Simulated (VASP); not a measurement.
Here is a VASP 6.6.1 calculation.

INCAR

```
PREC = Accurate
ENCUT = 520
EDIFF = 1E-6
ISMEAR = -1
SIGMA = 0.1
LREAL = F
LASPH = T
NELM = 80
ALGO = Normal
ISIF = 2
LWAVE = F
LCHARG = F
GGA = PS
NBANDS = 18
```

File KPOINTS:

```
Automatic mesh
0
Gamma
  14 14 7
```

POSCAR

```
Ta
1.0
    2.7848618481      0.0000000000      0.0000000000
   -1.3924309241      2.4117611065      0.0000000000
    0.0000000000      0.0000000000      4.9628974195
Ta
2
Direct
    0.3333333333      0.6666666667      0.2500000000
    0.6666666667      0.3333333333      0.7500000000
```

Potentials or basis: VASP PAW PBE potentials, release 64 (Ta_pv).

Command:

```bash
$ cat potpaw_PBE.64/Ta_pv/POTCAR > POTCAR
$ mpirun -np 1 vasp_std > vasp.out
```

(1) Estimate the pressure.

(2) Predict the band gap on the k mesh.

## Answers

(1) 20.2 GPa.

(2) zero (bands 11 and 12 overlap by 2.18 eV).

Caveat: the cell stands under pressure; the PAW data sets were made with another functional, which shifts forces and pressure a little; spin-orbit coupling is left out, which moves the levels of the heavy elements.
